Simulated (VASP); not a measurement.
TiH6, 7 atoms in the cell. Symmetry: P6/mmm, No. 191, hexagonal system. Conventional cell: a = 3.803 Å, b = 3.803 Å, c = 2.694 Å, α = 90.00°, β = 90.00°, γ = 120.00°. Within 2.5 Å of Ti (site symmetry 6/mmm) lie 18 H at 1.90 to 2.33 Å. H (site symmetry mmm) has 2 H at 1.35 Å within 1.8 Å. H (site symmetry mmm) has 2 H at 1.35 Å within 1.8 Å. The cell was built from a structure type or drawn by symmetry, and may not be a known phase.

```yaml
Program: VASP 6.6.1
Task: single point
Functional: PBE
Potentials_or_basis: VASP PAW PBE potentials, release 64 (Ti_sv, H)
Cutoff: 500 eV
k_mesh: 6 × 6 × 6
Occupations: gaussian, width 0.1 eV
Spin: no spin polarisation
Dipole_correction: no
Further_INCAR_settings: ALGO = Normal; EDIFF = 1e-06; NBANDS = 18
```

Potentials or basis: VASP PAW PBE potentials, release 64 (Ti_sv, H).

Run with:

```console
$ cat potpaw_PBE.64/Ti_sv/POTCAR potpaw_PBE.64/H/POTCAR > POTCAR
$ mpirun -np 1 vasp_std > vasp.out
```

Hardware: 1 thread of Intel(R) Xeon(R) Platinum 8488C (Sapphire Rapids), with other jobs on the host.

Estimate the wall time of this run.

Run time: 19 s on 1 thread of Intel(R) Xeon(R) Platinum 8488C (Sapphire Rapids), on a shared host, peak memory 0.14 GiB. Counts: scf iterations 14, k points 28.
